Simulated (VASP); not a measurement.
Write the native input for VASP 6.6.1 that does the following.

```
Task                   : single point
Functional             : BLYP
Dispersion             : D3(BJ)
Potentials or basis    : VASP PAW PBE potentials, release 64 (Ga_d, N_h)
Cutoff                 : 910 eV
k mesh                 : 10 × 10 × 10
Occupations            : fermi-dirac, width 0.05 eV
Spin                   : no spin polarisation
Dipole correction      : no
Second run             : hard_potentials
Further INCAR settings : ALGO = Normal; EDIFF = 1e-06; NBANDS = 16
```

The structure of GaN lies in POSCAR:

```
GaN
1.0
    0.0000000000      2.2535006075      2.2535006075
    2.2535006075      0.0000000000      2.2535006075
    2.2535006075      2.2535006075      0.0000000000
Ga N
1 1
Direct
    0.0000000000      0.0000000000      0.0000000000
    0.2500000000      0.2500000000      0.2500000000
```

The input as run:

INCAR

```
SYSTEM = GaN
PREC     = Accurate       ! precision mode
ENCUT    = 910            ! plane-wave cutoff, eV
EDIFF    = 1E-6           ! SCF threshold, eV
ISMEAR   = -1             ! smearing method
SIGMA    = 0.05           ! smearing width, eV
LREAL    = .FALSE.        ! projectors in reciprocal space
LASPH    = .TRUE.         ! aspherical terms in the spheres
NELM     = 120            ! most SCF steps
ALGO     = Normal         ! electronic algorithm
ISIF     = 2              ! what is computed and relaxed
LWAVE    = .FALSE.        ! write WAVECAR
LCHARG   = .FALSE.        ! write CHGCAR
GGA      = B5             ! functional
ALDAX    = 1.0          
AGGAX    = 1.0          
AGGAC    = 1.0          
ALDAC    = 0.0          
IVDW     = 12             ! dispersion correction
VDW_S6   = 1.0          
VDW_S8   = 2.6996       
VDW_A1   = 0.4298       
VDW_A2   = 4.2359       
NBANDS   = 16             ! bands
GGA_COMPAT= .FALSE.
```

KPOINTS

```
Automatic mesh
0
G
  10 10 10
  0 0 0
```

Potentials or basis: VASP PAW PBE potentials, release 64 (Ga_d, N_h).

Command:

```sh
$ cat potpaw_PBE.64/Ga_d/POTCAR potpaw_PBE.64/N_h/POTCAR > POTCAR
$ mpirun -np 1 vasp_std > vasp.out
```

It gave:

* Pressure: 3.7 GPa
* Band gap on the k mesh: 1.81 eV, direct
* Dispersion energy per atom: -0.560 eV

Caveat: the cutoff is under 1.25 times the usual one of these potentials, so pressure, stress and relaxed cells hold a basis-set (Pulay) error; the PAW data sets were made with another functional, which shifts forces and pressure a little.

Wall time 52 s on 1 thread of Intel(R) Xeon(R) Platinum 8375C CPU @ 2.90GHz (Ice Lake) (shared host), peak memory 0.21 GiB.
